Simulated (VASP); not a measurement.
# Zn (P6_3/mmc) in VASP: notebook

Runs on Zn. Level: PBEsol. Tasks: single point, relaxation of cell and atoms.

Program: VASP 6.6.1. These are calculated values, not measurements. Logs are shortened: lines on timing, memory, paths and dates and some standing lists are left out, and cuts for length are marked.

### Step 1. The cell of the first run

Symmetry: P6_3/mmc, No. 194, hexagonal system. Conventional cell: a = 2.628 Å, b = 2.628 Å, c = 4.688 Å, α = 90.00°, β = 90.00°, γ = 120.00°. Zn (site symmetry -6m2) has 12 Zn at 2.63 to 2.79 Å within 3.5 Å.

### Step 2. Single point, PBEsol

INCAR

```
SYSTEM = Zn
  PREC = Accurate
  ENCUT = 520
  EDIFF = 1E-7
  ISMEAR = 1
  SIGMA = 0.05
  LREAL = .False.
  LASPH = .True.
  NELM = 100
  ALGO = Normal
  ISIF = 2
  LWAVE = .False.
  LCHARG = .False.
  GGA = PS
  NBANDS = 19
```

KPOINTS

```
regular mesh
0
Gamma
  9 9 4
  0 0 0
```

POSCAR

```
Zn
1.0
    2.6280752533      0.0000000000      0.0000000000
   -1.3140376267      2.2759799325      0.0000000000
    0.0000000000      0.0000000000      4.6884287829
Zn
2
Direct
    0.3333333333      0.6666666667      0.2500000000
    0.6666666667      0.3333333333      0.7500000000
```

Potentials or basis: VASP PAW PBE potentials, release 64 (Zn).

Run with:

```console
cat potpaw_PBE.64/Zn/POTCAR > POTCAR
mpirun -np 1 vasp_std > vasp.out
```

OUTCAR:

```text
SYSTEM = Zn
   PREC = Accurate
   ENCUT = 520
   EDIFF = 1E-7
   ISMEAR = 1
   LREAL = .False.
   LASPH = .True.
   NELM = 100
   ISIF = 2
   GGA = PS

 ion  position               nearest neighbor table
   1  0.333  0.667  0.250-   2 2.79   2 2.79   2 2.79   2 2.79   2 2.79   2 2.79
   2  0.667  0.333  0.750-   1 2.79   1 2.79   1 2.79   1 2.79   1 2.79   1 2.79

  LATTYP: Found a hexagonal cell.
 ALAT       =     2.6280752533
 C/A-ratio  =     1.7839781327

  Lattice vectors:

 A1 = (   2.6280752533,   0.0000000000,   0.0000000000)
 A2 = (  -1.3140376267,   2.2759799325,   0.0000000000)
 A3 = (   0.0000000000,   0.0000000000,   4.6884287829)

Analysis of symmetry for initial positions (statically):
=====================================================================
 Subroutine PRICEL returns:
 Original cell was already a primitive cell.

 Routine SETGRP: Setting up the symmetry group for a
 hexagonal supercell.

 Subroutine GETGRP returns: Found 24 space group operations
 (whereof 12 operations were pure point group operations)
 out of a pool of 24 trial point group operations.

The static configuration has the point symmetry D_3d.
 The point group associated with its full space group is D_6h.

Analysis of symmetry for dynamics (positions and initial velocities):
=====================================================================
 Subroutine PRICEL returns:
 Original cell was already a primitive cell.

 Routine SETGRP: Setting up the symmetry group for a
 hexagonal supercell.

 Subroutine GETGRP returns: Found 24 space group operations
 (whereof 12 operations were pure point group operations)
 out of a pool of 24 trial point group operations.

The dynamic configuration has the point symmetry D_3d.
 The point group associated with its full space group is D_6h.

 Subroutine INISYM returns: Found 24 space group operations
 (whereof 12 operations are pure point group operations),
 and found     1 'primitive' translations

----------------------------------------------------------------------------------------

                                     Primitive cell

  volume of cell :      28.0436

  direct lattice vectors                    reciprocal lattice vectors
     2.628075253  0.000000000  0.000000000     0.380506608  0.219685593  0.000000000
    -1.314037627  2.275979932  0.000000000     0.000000000  0.439371185  0.000000000
     0.000000000  0.000000000  4.688428783     0.000000000  0.000000000  0.213291072

  length of vectors
[... 82 lines left out ...]
   EDIFF  = 0.1E-06   stopping-criterion for ELM
   LREAL  =      F    real-space projection
   EDIFFG = 0.1E-05   stopping-criterion for IOM
   NSW    =      0    number of steps for IOM
   IBRION =     -1    ionic relax: 0-MD 1-quasi-New 2-CG
   NFREE  =      0    steps in history (QN), initial steepest desc. (CG)
   ISIF   =      2    stress and relaxation
   ISYM   =      2    0-nonsym 1-usesym 2-fastsym
   POTIM  = 0.5000    time-step for ionic-motion
   TEBEG  =    0.0;   TEEND  =   0.0 temperature during run
   PSTRESS=    0.0 pullay stress
   NELECT =      24.0000    total number of electrons
   NUPDOWN=      -1.0000    fix difference up-down
   EMIN   =  10.00;   EMAX   =-10.00  energy-range for DOS
   EFERMI =   0.00;   METHOD = LEGACY
   ISMEAR =     1;   SIGMA  =   0.05  broadening in eV -4-tet -1-fermi 0-gaus
   EFERMI_NEDOS =   21; number of points for ismear=-14 and -15
   IALGO  =     38    algorithm
   IMIX   =      4    mixing-type and parameters
     AMIX     =   0.40;   BMIX     =  1.00
     AMIX_MAG =   1.60;   BMIX_MAG =  1.00
  volume/ion in A,a.u.               =      14.02        94.62
  Fermi-wavevector in a.u.,A,eV,Ry     =   1.554297  2.937196 32.869495  2.415840
  Thomas-Fermi vector in A             =   2.658404
   LORBIT       =      0    0 simple, 1 ext, 2 COOP (PROOUT), +10 PAW based schemes
   GGA     = PS    functional components
   LHFCALC =     F    Hartree Fock is set to
   AEXX    =    0.0000 exact exchange contribution
   IVDW    =     0    specifies the selected vdW correction
   LEPSILON=     F    determine dielectric tensor
   LRPA    =     F    only Hartree local field effects (RPA)
 non-spin polarized calculation
 Methfessel and Paxton  Order N= 1 SIGMA  =   0.05
  energy-cutoff  :      520.00
  volume of cell :       28.04
 maximum number of plane-waves:       786
 NGX is ok and might be reduce to    20
   NGX =  9   NGY =  9   NGZ = 17

 number of electron      23.9999997 magnetization

 Free energy of the ion-electron system (eV)
  ---------------------------------------------------
  ext. energy  EPLUGINS =         0.00000000
  ---------------------------------------------------
  free energy    TOTEN  =        -3.13851389 eV

  energy without entropy =       -3.13803534  energy(sigma->0) =       -3.13835437

 E-fermi :   3.6346     XC(G=0): -12.1421

 val. band max:        3.5578005690   @ k =   0.3333   0.2222   0.2500
 cond. band min:       3.6383294380   @ k =   0.3333   0.3333   0.2500
 fundamental gap:      0.0805288690
 Fermi energy:         3.6345940294

 k-point     1 :       0.0000    0.0000    0.0000
  band No.  band energies     occupation
      1      -7.5380      2.00000
      2      -5.3579      2.00000
      3      -4.5257      2.00000
      4      -4.3206      2.00000
      5      -4.3206      2.00000
      6      -4.2493      2.00000
[... 505 lines left out ...]
      6      -4.3220      2.00000
[... 11 lines left out ...]
     18      13.8427      0.00000
     19      15.0000      0.00000

 [... further k-points ...]

------------------------ aborting loop because EDIFF is reached ----------------------------------------

  FORCE on cell =-STRESS in cart. coord.  units (eV):
  Direction    XX          YY          ZZ          XY          YZ          ZX
  --------------------------------------------------------------------------------------
  -------------------------------------------------------------------------------------
  Total        0.1146873      0.1146873      0.0444757     -0.0000000     -0.0000000      0.0000000
  in kB        6.5522798      6.5522798      2.5409723     -0.0000000     -0.0000000      0.0000000
  external PRESSURE =       5.2151773 kB  Pullay stress =       0.0000000 kB

 VOLUME and BASIS-vectors are now :
 -----------------------------------------------------------------------------
  energy-cutoff  :      520.00
  volume of cell :       28.04
      direct lattice vectors                 reciprocal lattice vectors
     2.628075253  0.000000000  0.000000000     0.380506608  0.219685593  0.000000000
    -1.314037627  2.275979932  0.000000000     0.000000000  0.439371185  0.000000000
     0.000000000  0.000000000  4.688428783     0.000000000  0.000000000  0.213291072

 POSITION                                       TOTAL-FORCE (eV/Angst)
 -----------------------------------------------------------------------------------
     -0.00000      1.51732      1.17211        -0.000000      0.000000      0.000000
      1.31404      0.75866      3.51632         0.000000     -0.000000      0.000000
 -----------------------------------------------------------------------------------
    total drift:                               -0.000000      0.000000      0.000000

  FREE ENERGIE OF THE ION-ELECTRON SYSTEM (eV)
  ---------------------------------------------------
  free  energy   TOTEN  =        -3.1385138886 eV

  energy  without entropy=       -3.1380353359  energy(sigma->0) =       -3.13835437
```

OSZICAR:

```text
N       E                     dE             d eps       ncg     rms          rms(c)
DAV:   1     0.109374638447E+03    0.10937E+03   -0.12295E+04  1440   0.205E+03
DAV:   2     0.118510115320E+01   -0.10819E+03   -0.10502E+03  1377   0.295E+02
DAV:   3    -0.345428320988E+01   -0.46394E+01   -0.46196E+01  1532   0.677E+01
DAV:   4    -0.348002921810E+01   -0.25746E-01   -0.25740E-01  1522   0.516E+00
DAV:   5    -0.348005939813E+01   -0.30180E-04   -0.30179E-04  1532   0.158E-01    0.491E+00
DAV:   6    -0.316222334455E+01    0.31784E+00   -0.12189E+00  1515   0.242E+01    0.348E+00
DAV:   7    -0.314630262827E+01    0.15921E-01   -0.44508E-02  1744   0.367E+00    0.180E+00
DAV:   8    -0.313855637417E+01    0.77463E-02   -0.19366E-03  1861   0.648E-01    0.550E-02
DAV:   9    -0.313850994472E+01    0.46429E-04   -0.21216E-04  1919   0.200E-01    0.332E-02
DAV:  10    -0.313851434141E+01   -0.43967E-05   -0.19398E-05  1469   0.371E-02    0.318E-03
DAV:  11    -0.313851416476E+01    0.17666E-06   -0.55798E-07  1493   0.123E-02    0.205E-03
DAV:  12    -0.313851387491E+01    0.28985E-06   -0.20442E-08   817   0.310E-03    0.401E-04
DAV:  13    -0.313851388855E+01   -0.13645E-07   -0.64175E-09   742   0.742E-04
   1 F= -.31385139E+01 E0= -.31383544E+01  d E =-.478553E-03
```

Wall time 22 s (1 thread of Intel Xeon 8259CL, shared host); peak memory 0.14 GiB.

What came out:

```yaml
Free_energy: -3.1385 eV
Pressure: 0.5 GPa
Band_gap_on_the_k_mesh: zero (band 12 reaches 4.28 eV, above the bottom of band 13 at 1.06 eV)
```

Caveat: the PAW data sets were made with another functional, which shifts forces and pressure a little.

### Step 3. Relaxation of cell and atoms, PBEsol

This run uses another cell than the first one, of 15.33 Å³/atom, 1.093 times its volume.

INCAR

```
ALGO = Normal
EDIFF = 1E-6
EDIFFG = -0.02
ENCUT = 600
GGA = PS
IBRION = 2
ISIF = 3
ISMEAR = 1
LASPH = True
LCHARG = False
LREAL = False
LWAVE = False
NELM = 60
NSW = 80
PREC = Accurate
SIGMA = 0.05
```

KPOINTS

```
k-points
0
Gamma
  9 9 4
```

POSCAR

```
Zn
1.0
    2.6700000000      0.0000000000      0.0000000000
   -1.3350000000      2.3122880000      0.0000000000
    0.0000000000      0.0000000000      4.9660000000
Zn
2
Direct
    0.3333333333      0.6666666667      0.2500000000
    0.6666666667      0.3333333333      0.7500000000
```

Potentials or basis: VASP PAW PBE potentials, release 64 (Zn).

Run with:

```console
cat potpaw_PBE.64/Zn/POTCAR > POTCAR
mpirun -np 1 vasp_std > vasp.out
```

It took 3.6 min on 1 thread of Intel Xeon 8259CL, shared host; peak memory 0.18 GiB.

Results (log left out):

```
Free energy                            : -3.1377 eV
Relaxed volume                         : 14.07 Å³/atom
Relaxed cell                           : a = 2.665 Å, b = 2.665 Å, c = 4.574 Å, α = 90.00°, β = 90.00°, γ = 120.00°
Space group after relaxing (to 0.05 Å) : P6_3/mmc (No. 194)
Energy gained by relaxing              : 29.6 meV/atom
Ionic steps                            : 15
Pressure after relaxing                : -0.1 GPa
Band gap on the k mesh                 : zero (band 12 reaches 4.65 eV, above the bottom of band 13 at 1.53 eV)
```

Stress tensor (GPa, compression positive):
```
-0.22  0.00  0.00
 0.00 -0.22  0.00
 0.00  0.00  0.15
```

Step by step:
```tsv
step	energy change (eV)	largest force (eV/Å)	pressure (GPa)	volume (Å³)
1	0.0000	0.0000	-5.71	30.66
2	-0.0424	0.0000	0.15	28.30
3	-0.0427	0.0000	0.21	28.38
4	-0.0428	0.0000	-0.13	28.49
5	-0.0428	0.0000	0.01	28.45
6	-0.0445	0.0000	-0.12	28.37
7	-0.0577	0.0000	0.42	28.12
8	-0.0562	0.0000	1.93	27.59
9	-0.0561	0.0000	1.69	27.67
10	-0.0563	0.0000	1.69	27.62
11	-0.0574	0.0000	1.57	27.70
12	-0.0575	0.0000	1.35	27.74
13	-0.0584	0.0000	0.82	27.86
14	-0.0592	0.0000	0.18	28.06
15	-0.0592	0.0000	-0.10	28.14
```

Final structure:
```
Zn
1.0
     2.66516    0.00000    0.00000
    -1.33258    2.30810    0.00000
     0.00000    0.00000    4.57448
Zn
2
Direct
  0.33333 0.66667 0.25000
  0.66667 0.33333 0.75000
```

Levels at points of the mesh, in eV from the Fermi level:
```tsv
k point	band 8	band 9	band 10	band 11	band 12	band 13	band 14	band 15	band 16
(0.00, 0.00, 0.00)	-7.44	-7.44	-7.09	-7.09	-3.55	-1.92	16.85	16.85	17.34
(0.00, 0.00, 0.50)	-7.73	-7.21	-7.21	-7.21	-7.21	6.56	6.56	18.43	18.43
```

Caveat: the PAW data sets were made with another functional, which shifts forces and pressure a little.
